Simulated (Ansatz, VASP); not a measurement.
**One calculation of AlCrBN2, two programs**

INCAR

```
ALGO = Normal
EDIFF = 1E-7
ENCUT = 520
GGA = PE
ISIF = 2
ISMEAR = 0
ISPIN = 2
LASPH = True
LCHARG = False
LMAXMIX = 4
LORBIT = 11
LREAL = False
LWAVE = False
MAGMOM = 0 3 0 0 0
NBANDS = 26
NELM = 150
PREC = Accurate
SIGMA = 0.1
```

File KPOINTS:

```
k-points
0
Gamma
  6 6 4
```

The input POSCAR:

```
AlCrBN2
1.0
    4.1013802300      0.0000000000      0.0000000000
   -2.0506901100      3.5518994700      0.0000000000
    0.0000000000      0.0000000000      4.5161539800
Al Cr B N
1 1 1 2
Direct
    0.6666666700      0.3333333300      0.5000000000
    0.3333333300      0.6666666700      0.5000000000
    0.6666666700      0.3333333300      0.0000000000
    0.3333333300      0.6666666700      0.1489899700
    0.3333333300      0.6666666700      0.8510100300
```

Input for Ansatz:

```yaml
crystal:
  lattice:
    - [4.10138023, 0.0, 0.0]
    - [-2.05069011, 3.55189947, 0.0]
    - [0.0, 0.0, 4.51615398]
  atoms:
    - { symbol: Al, position: [0.66666667, 0.33333333, 0.5] }
    - { symbol: Cr, position: [0.33333333, 0.66666667, 0.5], spin: 3.0 }
    - { symbol: B, position: [0.66666667, 0.33333333, 0.0] }
    - { symbol: "N", position: [0.33333333, 0.66666667, 0.14898997] }
    - { symbol: "N", position: [0.33333333, 0.66666667, 0.85101003] }
basis:
  ecutwfc: 420
kpoints:
  mp_grid: { grid: [6, 6, 4] }
hamiltonian:
  xc: pbe
scf:
  occupations: { method: gaussian, width: 0.1 }
  lower_state_search: "off"
output:
  forces: true
  stress: true
  eigenvalues: true
  populations: true
magnetization:
  spin_polarized: true
```

Alike in both runs: task single point; functional PBE; k mesh 6 × 6 × 4; occupations gaussian, width 0.1 eV; collinear spin.

```csv
,VASP,Ansatz
version,VASP 6.6.1,Ansatz 0.2.0
potentials or method,"VASP PAW PBE potentials, release 64 (Al, Cr_pv, B, N), cutoff 520 eV","scalar-relativistic, plane waves, PAW"
valence electrons in the cell,28,30
```

```tsv
	VASP	Ansatz	Ansatz less VASP
gap on the k mesh at the Fermi level (eV)	none	none	-
pressure (GPa)	25.9	25.9	+0.06
traceless stress, the component that is largest in VASP (GPa)	19.49	19.26	-0.231
rms of the force components (eV/Å)	3.309	3.314	+0.0049
net moment per atom (μB)	0.12	0.12	+0.001
size of the moment on the site where the two differ most (μB)	0.68	0.45	-0.227
```

Site moments also hang on the region over which each program counts them. Atom by atom the forces differ by 0.005 eV/Å (rms over components). A gap of «none» marks a metal or a gap that the smearing closes. VASP's potentials hold 28 valence electrons a cell and Ansatz's 30, so a difference there can come from the potentials and not from the codes.
